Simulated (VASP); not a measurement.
# Na (Im-3m) in VASP: further runs

Runs on Na. Level: r2SCAN. Tasks: single point.

Program: VASP 6.6.1. These are calculated values, not measurements. Logs are shortened: lines on timing, memory, paths and dates and some standing lists are left out, and cuts for length are marked.

**1. The cell of the first run**

It takes space group Im-3m (No. 229, cubic). The conventional cell has a = 4.225 Å, b = 4.225 Å, c = 4.225 Å, α = 90.00°, β = 90.00°, γ = 90.00°. Na (site symmetry m-3m) has 14 Na at 3.66 to 4.22 Å within 4.8 Å.

**2. Single point, r2SCAN**

POSCAR

```
Na
1.0
   -2.1125000000      2.1125000000      2.1125000000
    2.1125000000     -2.1125000000      2.1125000000
    2.1125000000      2.1125000000     -2.1125000000
Na
1
Direct
    0.0000000000      0.0000000000      0.0000000000
```

INCAR.step1

```
SYSTEM = Na
  ALGO = Normal
  EDIFF = 1E-4
  ENCUT = 520
  GGA = PE
  ISMEAR = 0
  LASPH = .TRUE.
  LCHARG = .FALSE.
  LREAL = .FALSE.
  LWAVE = .TRUE.
  NBANDS = 10
  NELM = 100
  PREC = Accurate
  SIGMA = 0.1
```

INCAR.step2

```
SYSTEM = Na
  ALGO = Normal
  EDIFF = 1E-6
  ENCUT = 520
  ISIF = 2
  ISMEAR = 0
  ISTART = 1
  LASPH = .TRUE.
  LCHARG = .TRUE.
  LELF = .TRUE.
  LMIXTAU = .TRUE.
  LREAL = .FALSE.
  LVHAR = .TRUE.
  LWAVE = .FALSE.
  METAGGA = R2SCAN
  NBANDS = 10
  NELM = 100
  PREC = Accurate
  SIGMA = 0.1
```

KPOINTS

```
k-points
0
G
  11 11 11
  0 0 0
```

Potentials or basis: VASP PAW PBE potentials, release 64 (Na_pv).

Command:

```bash
$ cat potpaw_PBE.64/Na_pv/POTCAR > POTCAR
$ cp INCAR.step1 INCAR
$ mpirun -np 1 vasp_std > vasp.out
$ cp INCAR.step2 INCAR
$ mpirun -np 1 vasp_std > vasp.out
```

OUTCAR:

```text
SYSTEM = Na
   EDIFF = 1E-6
   ENCUT = 520
   ISIF = 2
   ISMEAR = 0
   ISTART = 1
   LASPH = .TRUE.
   LREAL = .FALSE.
   METAGGA = R2SCAN
   NELM = 100
   PREC = Accurate

 ion  position               nearest neighbor table
   1  0.000  0.000  0.000-

  LATTYP: Found a body centered cubic cell.
 ALAT       =     4.2250000000

  Lattice vectors:

 A1 = (  -2.1125000000,   2.1125000000,   2.1125000000)
 A2 = (   2.1125000000,  -2.1125000000,   2.1125000000)
 A3 = (   2.1125000000,   2.1125000000,  -2.1125000000)

Analysis of symmetry for initial positions (statically):
=====================================================================
 Subroutine PRICEL returns:
 Original cell was already a primitive cell.

 Routine SETGRP: Setting up the symmetry group for a
 body centered cubic supercell.

 Subroutine GETGRP returns: Found 48 space group operations
 (whereof 48 operations were pure point group operations)
 out of a pool of 48 trial point group operations.

The static configuration has the point symmetry O_h .

Analysis of symmetry for dynamics (positions and initial velocities):
=====================================================================
 Subroutine PRICEL returns:
 Original cell was already a primitive cell.

 Routine SETGRP: Setting up the symmetry group for a
 body centered cubic supercell.

 Subroutine GETGRP returns: Found 48 space group operations
 (whereof 48 operations were pure point group operations)
 out of a pool of 48 trial point group operations.

The dynamic configuration has the point symmetry O_h .

 Subroutine INISYM returns: Found 48 space group operations
 (whereof 48 operations are pure point group operations),
 and found     1 'primitive' translations

----------------------------------------------------------------------------------------

                                     Primitive cell

  volume of cell :      37.7094

  direct lattice vectors                    reciprocal lattice vectors
    -2.112500000  2.112500000  2.112500000     0.000000000  0.236686391  0.236686391
     2.112500000 -2.112500000  2.112500000     0.236686391  0.000000000  0.236686391
     2.112500000  2.112500000 -2.112500000     0.236686391  0.236686391  0.000000000

  length of vectors
     3.658957331  3.658957331  3.658957331     0.334725104  0.334725104  0.334725104

  position of ions in fractional coordinates (direct lattice)
     0.000000000  0.000000000  0.000000000

  ion indices of the primitive-cell ions
   primitive index   ion index
                 1           1

----------------------------------------------------------------------------------------

 KPOINTS: k-points

Automatic generation of k-mesh.
 Grid dimensions read from file:
 generate k-points for:   11   11   11

 Generating k-lattice:

  Cartesian coordinates                     Fractional coordinates (reciprocal lattice)
     0.000000000  0.021516945  0.021516945     0.090909091  0.000000000  0.000000000
     0.021516945  0.000000000  0.021516945     0.000000000  0.090909091  0.000000000
     0.021516945  0.021516945  0.000000000     0.000000000  0.000000000  0.090909091

  Length of vectors
     0.030429555  0.030429555  0.030429555

  Shift w.r.t. Gamma in fractional coordinates (k-lattice)
     0.000000000  0.000000000  0.000000000

 Subroutine IBZKPT returns following result:
 ===========================================

 Found     56 irreducible k-points:

 Following reciprocal coordinates:
            Coordinates               Weight
  0.000000  0.000000  0.000000      1.000000
  0.090909  0.000000  0.000000     12.000000
  0.181818  0.000000  0.000000     12.000000
  0.272727  0.000000  0.000000     12.000000
  0.363636  0.000000  0.000000     12.000000
  0.454545  0.000000  0.000000     12.000000
[... 16 lines left out ...]
  0.272727  0.181818  0.090909     48.000000
  0.363636  0.181818  0.090909     24.000000
 [... further k-points ...]
   k-points           NKPTS =     56   k-points in BZ     NKDIM =     56   number of bands    NBANDS=     10
   number of dos      NEDOS =    301   number of ions     NIONS =      1
   total plane-waves  NPLWV =  21952
   dimension x,y,z NGX =    28 NGY =   28 NGZ =   28
   dimension x,y,z NGXF=    56 NGYF=   56 NGZF=   56
   ions per type =               1
   NGX,Y,Z   is equivalent  to a cutoff of  12.72, 12.72, 12.72 a.u.
   NGXF,Y,Z  is equivalent  to a cutoff of  25.44, 25.44, 25.44 a.u.
 SYSTEM =  Na
   PREC   = accura    normal or accurate (medium, high low for compatibility)
   ISTART =      1    job   : 0-new  1-cont  2-samecut
   ICHARG =      0    charge: 1-file 2-atom 10-const
   ISPIN  =      1    spin polarized calculation?
   LNONCOLLINEAR =      F non collinear calculations
   LSORBIT =      F    spin-orbit coupling
   LASPH  =      T    aspherical Exc in radial PAW
   ENCUT  =  520.0 eV  38.22 Ry    6.18 a.u.   6.80  6.80  6.80*2*pi/ulx,y,z
   NELM   =    100;   NELMIN=  2; NELMDL=  0     # of ELM steps
   EDIFF  = 0.1E-05   stopping-criterion for ELM
   LREAL  =      F    real-space projection
   EDIFFG = 0.1E-04   stopping-criterion for IOM
   NSW    =      0    number of steps for IOM
   IBRION =     -1    ionic relax: 0-MD 1-quasi-New 2-CG
   NFREE  =      0    steps in history (QN), initial steepest desc. (CG)
   ISIF   =      2    stress and relaxation
   ISYM   =      2    0-nonsym 1-usesym 2-fastsym
   POTIM  = 0.5000    time-step for ionic-motion
   TEBEG  =    0.0;   TEEND  =   0.0 temperature during run
   PSTRESS=    0.0 pullay stress
   NELECT =       7.0000    total number of electrons
   NUPDOWN=      -1.0000    fix difference up-down
   EMIN   =  10.00;   EMAX   =-10.00  energy-range for DOS
   EFERMI =   0.00;   METHOD = LEGACY
   ISMEAR =     0;   SIGMA  =   0.10  broadening in eV -4-tet -1-fermi 0-gaus
   EFERMI_NEDOS =   21; number of points for ismear=-14 and -15
   IALGO  =     38    algorithm
   IMIX   =      4    mixing-type and parameters
     AMIX     =   0.40;   BMIX     =  1.00
     AMIX_MAG =   1.60;   BMIX_MAG =  1.00
  volume/ion in A,a.u.               =      37.71       254.48
  Fermi-wavevector in a.u.,A,eV,Ry     =   0.933879  1.764776 11.866059  0.872131
  Thomas-Fermi vector in A             =   2.060627
   LORBIT       =      0    0 simple, 1 ext, 2 COOP (PROOUT), +10 PAW based schemes
   METAGGA = R2SCAN    functional components
   LHFCALC =     F    Hartree Fock is set to
   AEXX    =    0.0000 exact exchange contribution
   IVDW    =     0    specifies the selected vdW correction
   LEPSILON=     F    determine dielectric tensor
   LRPA    =     F    only Hartree local field effects (RPA)
 non-spin polarized calculation
 Gauss-broadening in eV      SIGMA  =   0.10
  energy-cutoff  :      520.00
  volume of cell :       37.71
 maximum number of plane-waves:      1027
   NGX = 13   NGY = 13   NGZ = 13

 number of electron       7.0000011 magnetization

 Free energy of the ion-electron system (eV)
  ---------------------------------------------------
  ext. energy  EPLUGINS =         0.00000000
  ---------------------------------------------------
  free energy    TOTEN  =        -3.55779967 eV

  energy without entropy =       -3.55610605  energy(sigma->0) =       -3.55695286

 E-fermi :   0.3220     XC(G=0):  -6.8706

 val. band max:        0.2664115579   @ k =  -0.3636   0.4545   0.0909
 cond. band min:       0.4096191035   @ k =   0.1818   0.1818   0.1818
 fundamental gap:      0.1432075456
 Fermi energy:         0.3220401104

 k-point     1 :       0.0000    0.0000    0.0000
  band No.  band energies     occupation
      1     -25.7259      2.00000
      2     -25.7259      2.00000
      3     -25.7256      2.00000
      4      -3.1531      2.00000
      5      12.6047      0.00000
      6      12.6052      0.00000
      7      12.6052      0.00000
      8      13.8063      0.00000
      9      13.8063      0.00000
     10      14.4146      0.00000

 k-point     2 :       0.0909    0.0000    0.0000
  band No.  band energies     occupation
      1     -25.7284      2.00000
      2     -25.7267      2.00000
      3     -25.7259      2.00000
      4      -2.9994      2.00000
      5      10.9162      0.00000
      6      11.7727      0.00000
      7      12.1819      0.00000
      8      12.8309      0.00000
      9      13.1636      0.00000
     10      14.9912      0.00000

 k-point     3 :       0.1818    0.0000    0.0000
  band No.  band energies     occupation
      1     -25.7357      2.00000
      2     -25.7291      2.00000
      3     -25.7259      2.00000
      4      -2.5410      2.00000
      5       8.4408      0.00000
      6      10.6760      0.00000
      7      11.4697      0.00000
      8      11.8092      0.00000
      9      12.8037      0.00000
     10      15.1220      0.00000

 k-point     4 :       0.2727    0.0000    0.0000
  band No.  band energies     occupation
      1     -25.7452      2.00000
      2     -25.7323      2.00000
      3     -25.7259      2.00000
      4      -1.7857      2.00000
      5       6.1352      0.00000
      6       9.8093      0.00000
      7      10.8620      0.00000
      8      11.0331      0.00000
      9      12.2617      0.00000
     10      15.7165      0.00000

 k-point     5 :       0.3636    0.0000    0.0000
  band No.  band energies     occupation
      1     -25.7539      2.00000
      2     -25.7352      2.00000
      3     -25.7258      2.00000
      4      -0.7474      2.00000
      5       4.0604      0.00000
      6       9.2231      0.00000
      7      10.4428      0.00000
      8      10.5155      0.00000
      9      11.7796      0.00000
     10      16.5550      0.00000

 k-point     6 :       0.4545    0.0000    0.0000
  band No.  band energies     occupation
      1     -25.7591      2.00000
      2     -25.7370      2.00000
      3     -25.7258      2.00000
      4       0.5308      0.00316
      5       2.2644      0.00000
      6       8.9284      0.00000
      7      10.2310      0.00000
      8      10.2571      0.00000
      9      11.5107      0.00000
     10      17.2282      0.00000
[... 183 lines left out ...]
 k-point    21 :      -0.0909    0.0909    0.0909
  band No.  band energies     occupation
      1     -25.7293      2.00000
      2     -25.7277      2.00000
      3     -25.7275      2.00000
      4      -2.8461      2.00000
      5      10.7570      0.00000
      6      10.7572      0.00000
      7      11.0829      0.00000
      8      12.8406      0.00000
      9      12.8995      0.00000
     10      15.1043      0.00000

 k-point    22 :       0.1818    0.1818    0.0909
  band No.  band energies     occupation
      1     -25.7518      2.00000
      2     -25.7342      2.00000
      3     -25.7301      2.00000
      4      -0.6006      2.00000
      5       5.2988      0.00000
      6       5.9947      0.00000
      7       8.0133      0.00000
      8      14.5758      0.00000
      9      15.2765      0.00000
     10      16.5515      0.00000

 k-point    23 :       0.2727    0.1818    0.0909
  band No.  band energies     occupation
      1     -25.7534      2.00000
      2     -25.7387      2.00000
      3     -25.7308      2.00000
      4       0.5496      0.00129
      5       3.6824      0.00000
      6       5.3556      0.00000
      7       7.5087      0.00000
      8      14.5426      0.00000
      9      15.7865      0.00000
     10      16.6741      0.00000

 k-point    24 :       0.3636    0.1818    0.0909
  band No.  band energies     occupation
      1     -25.7534      2.00000
      2     -25.7410      2.00000
      3     -25.7310      2.00000
      4       1.6756      0.00000
      5       2.3418      0.00000
      6       5.1914      0.00000
      7       7.3482      0.00000
      8      14.4604      0.00000
      9      15.9281      0.00000
     10      17.0293      0.00000

 [... further k-points ...]

------------------------ aborting loop because EDIFF is reached ----------------------------------------

  FORCE on cell =-STRESS in cart. coord.  units (eV):
  Direction    XX          YY          ZZ          XY          YZ          ZX
  --------------------------------------------------------------------------------------
  -------------------------------------------------------------------------------------
  Total        0.0180656      0.0180656      0.0180656     -0.0000000      0.0000000     -0.0000000
  in kB        0.7675595      0.7675595      0.7675595     -0.0000000      0.0000000     -0.0000000
  external PRESSURE =       0.7675595 kB  Pullay stress =       0.0000000 kB

 VOLUME and BASIS-vectors are now :
 -----------------------------------------------------------------------------
  energy-cutoff  :      520.00
  volume of cell :       37.71
      direct lattice vectors                 reciprocal lattice vectors
    -2.112500000  2.112500000  2.112500000     0.000000000  0.236686391  0.236686391
     2.112500000 -2.112500000  2.112500000     0.236686391  0.000000000  0.236686391
     2.112500000  2.112500000 -2.112500000     0.236686391  0.236686391  0.000000000

 POSITION                                       TOTAL-FORCE (eV/Angst)
 -----------------------------------------------------------------------------------
      0.00000      0.00000      0.00000        -0.000000      0.000000     -0.000000
 -----------------------------------------------------------------------------------
    total drift:                               -0.000000     -0.000000     -0.000000

  FREE ENERGIE OF THE ION-ELECTRON SYSTEM (eV)
  ---------------------------------------------------
  free  energy   TOTEN  =        -3.5577996690 eV

  energy  without entropy=       -3.5561060542  energy(sigma->0) =       -3.55695286
```

Run time: 55 s. Hardware: 1 thread of Intel Xeon 6975P-C, shared host; peak memory 0.16 GiB.

What came out:

```
Free energy : -3.5578 eV
Pressure    : 0.1 GPa
```

Caveat: the PAW data sets were made with another functional, which shifts forces and pressure a little.

**3. Single point, r2SCAN**

POSCAR is that of step 2.

INCAR.step1

```
SYSTEM = Na
ALGO = Normal
EDIFF = 1E-4
ENCUT = 520
GGA = PE
ISMEAR = 0
LASPH = .TRUE.
LCHARG = .FALSE.
LREAL = .FALSE.
LWAVE = .TRUE.
NBANDS = 10
NELM = 100
PREC = Accurate
SIGMA = 0.2
```

INCAR.step2

```
SYSTEM = Na
ALGO = Normal
EDIFF = 1E-6
ENCUT = 520
ISIF = 2
ISMEAR = 0
ISTART = 1
LASPH = .TRUE.
LCHARG = .FALSE.
LMIXTAU = .TRUE.
LREAL = .FALSE.
LWAVE = .FALSE.
METAGGA = R2SCAN
NBANDS = 10
NELM = 100
PREC = Accurate
SIGMA = 0.2
```

KPOINTS is that of step 2.

Potentials or basis: VASP PAW PBE potentials, release 64 (Na_pv).

Command:

```bash
$ cat potpaw_PBE.64/Na_pv/POTCAR > POTCAR
$ cp INCAR.step1 INCAR
$ mpirun -np 1 vasp_std > vasp.out
$ cp INCAR.step2 INCAR
$ mpirun -np 1 vasp_std > vasp.out
```

Wall time 58 s (1 thread of Intel Xeon 6975P-C, shared host); peak memory 0.16 GiB.

It converged, with:

```yaml
Free_energy: -3.5604 eV
Pressure: 0.1 GPa
```

Levels at points of the mesh, in eV from the Fermi level:
| k point | band 1 | band 2 | band 3 | band 4 | band 5 | band 6 | band 7 |
| --- | --- | --- | --- | --- | --- | --- | --- |
| (0.00, 0.00, 0.00) | -26.06 | -26.06 | -26.06 | -3.49 | 12.27 | 12.27 | 12.27 |

Caveat: the PAW data sets were made with another functional, which shifts forces and pressure a little.

**4. Single point, r2SCAN**

POSCAR is that of step 3.

INCAR.step1

```
  PREC = Accurate
  ENCUT = 520
  ISMEAR = 0
  SIGMA = 0.3
  LREAL = False
  LASPH = True
  NELM = 80
  NBANDS = 10
  GGA = PE
  ALGO = Normal
  EDIFF = 1E-4
  LWAVE = True
  LCHARG = False
```

INCAR.step2

```
  PREC = Accurate
  ENCUT = 520
  EDIFF = 1E-6
  ISMEAR = 0
  SIGMA = 0.3
  LREAL = False
  LASPH = True
  NELM = 80
  ALGO = Normal
  ISIF = 2
  LWAVE = False
  LCHARG = False
  METAGGA = R2SCAN
  LMIXTAU = True
  NBANDS = 10
  ISTART = 1
```

KPOINTS

```
Automatic mesh
0
Gamma
  11 11 11
```

Command:

```bash
$ cat potpaw_PBE.64/Na_pv/POTCAR > POTCAR
$ cp INCAR.step1 INCAR
$ mpirun -np 1 vasp_std > vasp.out
$ cp INCAR.step2 INCAR
$ mpirun -np 1 vasp_std > vasp.out
```

Wall time 60 s (1 thread of Intel Xeon 6975P-C, shared host); peak memory 0.16 GiB.

The run converged. Its results:

```
Free energy : -3.5653 eV
Pressure    : 0.1 GPa
```

Levels at points of the mesh, in eV from the Fermi level:
```tsv
k point	band 1	band 2	band 3	band 4	band 5	band 6	band 7	band 8
(0.00, 0.00, 0.00)	-26.05	-26.05	-26.05	-3.48	12.28	12.28	12.28	13.49
```

Caveat: the PAW data sets were made with another functional, which shifts forces and pressure a little.

(Part 1 of 2 ends here.)
